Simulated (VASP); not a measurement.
# Sc (Im-3m) in VASP: settings compared

Sc is run at these levels: PBE, HSE06; tasks: single point.

All numbers are computed with VASP 6.6.1; they aren't measurements. Logs are shortened: lines on timing, memory, paths and dates and some standing lists are left out, and cuts for length are marked.

## Step 1: The cell of the first run

It takes space group Im-3m (No. 229, cubic). The conventional cell has a = 3.681 Å, b = 3.681 Å, c = 3.681 Å, α = 90.00°, β = 90.00°, γ = 90.00°. Within 4.2 Å of Sc (site symmetry m-3m) lie 14 Sc at 3.19 to 3.68 Å.

## Step 2: Single point, PBE

Contents of INCAR:

```
SYSTEM = Sc
PREC = Accurate
ENCUT = 520
EDIFF = 1E-6
ISMEAR = -1
SIGMA = 0.1
LREAL = .False.
LASPH = .True.
NELM = 100
ALGO = Normal
ISIF = 2
LWAVE = .False.
LCHARG = .False.
GGA = PE
NBANDS = 12
```

Contents of KPOINTS:

```
regular mesh
0
Gamma
  6 6 6
  0 0 0
```

Contents of POSCAR:

```
Sc
1.0
   -1.8405207341      1.8405207341      1.8405207341
    1.8405207341     -1.8405207341      1.8405207341
    1.8405207341      1.8405207341     -1.8405207341
Sc
1
Direct
    0.0000000000      0.0000000000      0.0000000000
```

Potentials or basis: VASP PAW PBE potentials, release 64 (Sc_sv).

On the command line:

```console
cat potpaw_PBE.64/Sc_sv/POTCAR > POTCAR
mpirun -np 1 vasp_std > vasp.out
```

OUTCAR:

```text
SYSTEM = Sc
   PREC = Accurate
   ENCUT = 520
   EDIFF = 1E-6
   ISMEAR = -1
   LREAL = .False.
   LASPH = .True.
   NELM = 100
   ISIF = 2
   GGA = PE

 ion  position               nearest neighbor table
   1  0.000  0.000  0.000-

  LATTYP: Found a body centered cubic cell.
 ALAT       =     3.6810414682

  Lattice vectors:

 A1 = (  -1.8405207341,   1.8405207341,   1.8405207341)
 A2 = (   1.8405207341,  -1.8405207341,   1.8405207341)
 A3 = (   1.8405207341,   1.8405207341,  -1.8405207341)

Analysis of symmetry for initial positions (statically):
=====================================================================
 Subroutine PRICEL returns:
 Original cell was already a primitive cell.

 Routine SETGRP: Setting up the symmetry group for a
 body centered cubic supercell.

 Subroutine GETGRP returns: Found 48 space group operations
 (whereof 48 operations were pure point group operations)
 out of a pool of 48 trial point group operations.

The static configuration has the point symmetry O_h .

Analysis of symmetry for dynamics (positions and initial velocities):
=====================================================================
 Subroutine PRICEL returns:
 Original cell was already a primitive cell.

 Routine SETGRP: Setting up the symmetry group for a
 body centered cubic supercell.

 Subroutine GETGRP returns: Found 48 space group operations
 (whereof 48 operations were pure point group operations)
 out of a pool of 48 trial point group operations.

The dynamic configuration has the point symmetry O_h .

 Subroutine INISYM returns: Found 48 space group operations
 (whereof 48 operations are pure point group operations),
 and found     1 'primitive' translations

----------------------------------------------------------------------------------------

                                     Primitive cell

  volume of cell :      24.9392

  direct lattice vectors                    reciprocal lattice vectors
    -1.840520734  1.840520734  1.840520734     0.000000000  0.271662248  0.271662248
     1.840520734 -1.840520734  1.840520734     0.271662248  0.000000000  0.271662248
     1.840520734  1.840520734 -1.840520734     0.271662248  0.271662248  0.000000000

  length of vectors
     3.187875424  3.187875424  3.187875424     0.384188435  0.384188435  0.384188435

  position of ions in fractional coordinates (direct lattice)
     0.000000000  0.000000000  0.000000000

  ion indices of the primitive-cell ions
   primitive index   ion index
                 1           1

----------------------------------------------------------------------------------------

 KPOINTS: regular mesh

Automatic generation of k-mesh.
 Grid dimensions read from file:
 generate k-points for:    6    6    6

 Generating k-lattice:

  Cartesian coordinates                     Fractional coordinates (reciprocal lattice)
     0.000000000  0.045277041  0.045277041     0.166666667  0.000000000  0.000000000
     0.045277041  0.000000000  0.045277041     0.000000000  0.166666667  0.000000000
     0.045277041  0.045277041  0.000000000     0.000000000  0.000000000  0.166666667

  Length of vectors
     0.064031406  0.064031406  0.064031406

  Shift w.r.t. Gamma in fractional coordinates (k-lattice)
     0.000000000  0.000000000  0.000000000

 Subroutine IBZKPT returns following result:
 ===========================================

 Found     16 irreducible k-points:

 Following reciprocal coordinates:
            Coordinates               Weight
  0.000000  0.000000  0.000000      1.000000
  0.166667  0.000000  0.000000     12.000000
  0.333333  0.000000  0.000000     12.000000
  0.500000  0.000000  0.000000      6.000000
  0.166667  0.166667  0.000000     24.000000
  0.333333  0.166667  0.000000     48.000000
[... 8 lines left out ...]
  0.500000  0.500000  0.333333     12.000000
  0.500000  0.500000  0.500000      1.000000
   k-points           NKPTS =     16   k-points in BZ     NKDIM =     16   number of bands    NBANDS=     12
   number of dos      NEDOS =    301   number of ions     NIONS =      1
   total plane-waves  NPLWV =  13824
   dimension x,y,z NGX =    24 NGY =   24 NGZ =   24
   dimension x,y,z NGXF=    48 NGYF=   48 NGZF=   48
   ions per type =               1
   NGX,Y,Z   is equivalent  to a cutoff of  12.52, 12.52, 12.52 a.u.
   NGXF,Y,Z  is equivalent  to a cutoff of  25.03, 25.03, 25.03 a.u.
 SYSTEM =  Sc
   PREC   = accura    normal or accurate (medium, high low for compatibility)
   ISTART =      0    job   : 0-new  1-cont  2-samecut
   ICHARG =      2    charge: 1-file 2-atom 10-const
   ISPIN  =      1    spin polarized calculation?
   LNONCOLLINEAR =      F non collinear calculations
   LSORBIT =      F    spin-orbit coupling
   LASPH  =      T    aspherical Exc in radial PAW
   ENCUT  =  520.0 eV  38.22 Ry    6.18 a.u.   5.93  5.93  5.93*2*pi/ulx,y,z
   NELM   =    100;   NELMIN=  2; NELMDL= -5     # of ELM steps
   EDIFF  = 0.1E-05   stopping-criterion for ELM
   LREAL  =      F    real-space projection
   EDIFFG = 0.1E-04   stopping-criterion for IOM
   NSW    =      0    number of steps for IOM
   IBRION =     -1    ionic relax: 0-MD 1-quasi-New 2-CG
   NFREE  =      0    steps in history (QN), initial steepest desc. (CG)
   ISIF   =      2    stress and relaxation
   ISYM   =      2    0-nonsym 1-usesym 2-fastsym
   POTIM  = 0.5000    time-step for ionic-motion
   TEBEG  =    0.0;   TEEND  =   0.0 temperature during run
   PSTRESS=    0.0 pullay stress
   NELECT =      11.0000    total number of electrons
   NUPDOWN=      -1.0000    fix difference up-down
   EMIN   =  10.00;   EMAX   =-10.00  energy-range for DOS
   EFERMI =   0.00;   METHOD = LEGACY
   ISMEAR =    -1;   SIGMA  =   0.10  broadening in eV -4-tet -1-fermi 0-gaus
   EFERMI_NEDOS =   21; number of points for ismear=-14 and -15
   IALGO  =     38    algorithm
   IMIX   =      4    mixing-type and parameters
     AMIX     =   0.40;   BMIX     =  1.00
     AMIX_MAG =   1.60;   BMIX_MAG =  1.00
  volume/ion in A,a.u.               =      24.94       168.30
  Fermi-wavevector in a.u.,A,eV,Ry     =   1.246173  2.354926 21.129130  1.552947
  Thomas-Fermi vector in A             =   2.380362
   LORBIT       =      0    0 simple, 1 ext, 2 COOP (PROOUT), +10 PAW based schemes
   GGA     = PE    functional components
   LHFCALC =     F    Hartree Fock is set to
   AEXX    =    0.0000 exact exchange contribution
   IVDW    =     0    specifies the selected vdW correction
   LEPSILON=     F    determine dielectric tensor
   LRPA    =     F    only Hartree local field effects (RPA)
 non-spin polarized calculation
  energy-cutoff  :      520.00
  volume of cell :       24.94
 maximum number of plane-waves:       685
   NGX = 11   NGY = 11   NGZ = 11

 number of electron      11.0000000 magnetization

 Free energy of the ion-electron system (eV)
  ---------------------------------------------------
  ext. energy  EPLUGINS =         0.00000000
  ---------------------------------------------------
  free energy    TOTEN  =        -6.18842018 eV

  energy without entropy =       -6.11033868  energy(sigma->0) =       -6.14937943

 E-fermi :   3.7027     XC(G=0):  -9.8361

 val. band max:        3.6249024156   @ k =   0.3333   0.1667   0.1667
 cond. band min:       3.7643792371   @ k =   0.3333   0.1667   0.0000
 fundamental gap:      0.1394768215
 Fermi energy:         3.7026582125

 k-point     1 :       0.0000    0.0000    0.0000
  band No.  band energies     occupation
      1     -45.8976      2.00000
      2     -24.3120      2.00000
      3     -24.3120      2.00000
      4     -24.3120      2.00000
      5      -1.4912      2.00000
      6       5.1579      0.00000
      7       5.1579      0.00000
      8       5.1579      0.00000
      9       6.5450      0.00000
     10       6.5450      0.00000
     11      17.7521      0.00000
     12      17.7521      0.00000

 k-point     2 :       0.1667    0.0000    0.0000
  band No.  band energies     occupation
      1     -45.8826      2.00000
      2     -24.4089      2.00000
      3     -24.3428      2.00000
      4     -24.3123      2.00000
      5      -0.7789      2.00000
      6       4.8334      0.00002
      7       4.9338      0.00001
      8       5.6804      0.00000
      9       6.2997      0.00000
     10       6.5745      0.00000
     11      16.3055      0.00000
     12      17.2298      0.00000

 k-point     3 :       0.3333    0.0000    0.0000
  band No.  band energies     occupation
      1     -45.8526      2.00000
      2     -24.5975      2.00000
      3     -24.4037      2.00000
      4     -24.3130      2.00000
      5       0.9447      2.00000
      6       4.2015      0.01354
      7       4.2617      0.00744
      8       6.4314      0.00000
      9       6.7166      0.00000
     10       6.9608      0.00000
     11      12.6512      0.00000
     12      15.2220      0.00000
[... 166 lines left out ...]
 k-point    15 :       0.5000    0.5000    0.3333
  band No.  band energies     occupation
      1     -45.8049      2.00000
      2     -24.6046      2.00000
      3     -24.5409      2.00000
      4     -24.5118      2.00000
      5       2.7997      1.99976
      6       2.8073      1.99974
      7       6.0892      0.00000
      8       6.1663      0.00000
      9       7.6006      0.00000
     10       9.1680      0.00000
     11      10.1676      0.00000
     12      11.6187      0.00000

 k-point    16 :       0.5000    0.5000    0.5000
  band No.  band energies     occupation
      1     -45.7940      2.00000
      2     -24.5761      2.00000
      3     -24.5761      2.00000
      4     -24.5761      2.00000
      5       2.5256      1.99998
      6       2.5256      1.99998
      7       7.5309      0.00000
      8       7.5309      0.00000
      9       7.5309      0.00000
     10       9.8325      0.00000
     11       9.8325      0.00000
     12       9.8325      0.00000

------------------------ aborting loop because EDIFF is reached ----------------------------------------

  FORCE on cell =-STRESS in cart. coord.  units (eV):
  Direction    XX          YY          ZZ          XY          YZ          ZX
  --------------------------------------------------------------------------------------
  -------------------------------------------------------------------------------------
  Total        0.0191807      0.0191807      0.0191807      0.0000000     -0.0000000      0.0000000
  in kB        1.2322314      1.2322314      1.2322314      0.0000000     -0.0000000      0.0000000
  external PRESSURE =       1.2322314 kB  Pullay stress =       0.0000000 kB

 VOLUME and BASIS-vectors are now :
 -----------------------------------------------------------------------------
  energy-cutoff  :      520.00
  volume of cell :       24.94
      direct lattice vectors                 reciprocal lattice vectors
    -1.840520734  1.840520734  1.840520734     0.000000000  0.271662248  0.271662248
     1.840520734 -1.840520734  1.840520734     0.271662248  0.000000000  0.271662248
     1.840520734  1.840520734 -1.840520734     0.271662248  0.271662248  0.000000000

 POSITION                                       TOTAL-FORCE (eV/Angst)
 -----------------------------------------------------------------------------------
      0.00000      0.00000      0.00000        -0.000000     -0.000000     -0.000000
 -----------------------------------------------------------------------------------
    total drift:                                0.000000      0.000000      0.000000

  FREE ENERGIE OF THE ION-ELECTRON SYSTEM (eV)
  ---------------------------------------------------
  free  energy   TOTEN  =        -6.1884201832 eV

  energy  without entropy=       -6.1103386776  energy(sigma->0) =       -6.14937943
```

Run time: 3.3 s. Hardware: 1 thread of Intel Xeon Platinum 8375C at 2.90GHz (Ice Lake), shared host; peak memory 0.13 GiB.

What came out:

```yaml
Free_energy: -6.1884 eV
Pressure: 0.1 GPa
```

Caveat: the k points lie up to 0.40 Å⁻¹ apart.

## Step 3: Single point, HSE06

POSCAR is that of step 2.

Contents of INCAR.step1:

```
SYSTEM = Sc
  PREC = Accurate
  ENCUT = 520
  EDIFF = 1E-5
  ISMEAR = -1
  SIGMA = 0.1
  LREAL = .FALSE.
  LASPH = .TRUE.
  NELM = 100
  ALGO = Normal
  ISIF = 2
  LWAVE = .TRUE.
  LCHARG = .FALSE.
  GGA = PE
  NBANDS = 12
```

Contents of INCAR.step2:

```
SYSTEM = Sc
  PREC = Accurate
  ENCUT = 520
  EDIFF = 1E-7
  ISMEAR = -1
  SIGMA = 0.1
  LREAL = .FALSE.
  LASPH = .TRUE.
  NELM = 100
  ALGO = Normal
  ISIF = 2
  LWAVE = .FALSE.
  LCHARG = .FALSE.
  GGA = PE
  LHFCALC = .TRUE.
  HFSCREEN = 0.2079
  PRECFOCK = Normal
  ISTART = 1
  NBANDS = 12
```

Contents of KPOINTS:

```
regular mesh
0
G
  6 6 6
  0 0 0
```

Potentials or basis: VASP PAW PBE potentials, release 64 (Sc_sv).

On the command line:

```console
cat potpaw_PBE.64/Sc_sv/POTCAR > POTCAR
cp INCAR.step1 INCAR
mpirun -np 1 vasp_std > vasp.out
cp INCAR.step2 INCAR
mpirun -np 1 vasp_std > vasp.out
```

Run time: 18 min. Hardware: 1 thread of Intel Xeon Platinum 8375C at 2.90GHz (Ice Lake), shared host; peak memory 0.25 GiB.

It converged, with:

| Property | Result |
| --- | --- |
| Free energy | -7.3903 eV |
| Pressure | 1.5 GPa |

Levels at points of the mesh, in eV from the Fermi level:
```tsv
k point	band 3	band 4	band 5	band 6	band 7	band 8
(0.00, 0.00, 0.00)	-30.98	-30.98	-6.38	2.23	2.23	2.23
(0.50, 0.00, 0.00)	-31.10	-30.98	-2.04	0.04	0.88	3.55
(0.50, 0.50, 0.50)	-31.24	-31.24	-1.54	-1.54	4.80	4.80
```

Caveat: the k points lie up to 0.40 Å⁻¹ apart; the PAW data sets were made with another functional, which shifts forces and pressure a little.
